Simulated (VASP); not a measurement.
LiBiSe2:

```
CELL_PARAMETERS angstrom
2.05991 1.18929 6.61340
-2.05991 1.18929 6.61340
0.00000 -2.37858 6.61340
ATOMIC_POSITIONS crystal
Li 0.00000 0.00000 0.00000
Bi 0.50000 0.50000 0.50000
Se 0.25433 0.25433 0.25433
Se 0.74567 0.74567 0.74567
```

Base run:

* Program: VASP 6.6.1
* Functional: PBE
* Potentials or basis: VASP PAW PBE potentials, release 64 (Li_sv, Bi_d, Se)
* Cutoff: 520 eV
* k mesh: 8 × 8 × 8
* Occupations: gaussian, width 0.01 eV
* Spin: no spin polarisation

Its results: band gap on the k mesh 1.05 eV; largest force 0.153 eV/Å.

**Question.** The run is repeated on the same cell with these changes: functional from PBE to r2SCAN; k mesh from 8 × 8 × 8 to 6 × 6 × 6. What comes out?

**Answer.** Band gap on the k mesh 1.39 eV; largest force 0.030 eV/Å.

Several settings changed at once.

Caveats: spin-orbit coupling is left out, which moves the levels of the heavy elements; the PAW data sets were made with another functional, which shifts forces and pressure a little (at least some runs).

A k mesh can miss the band edges.
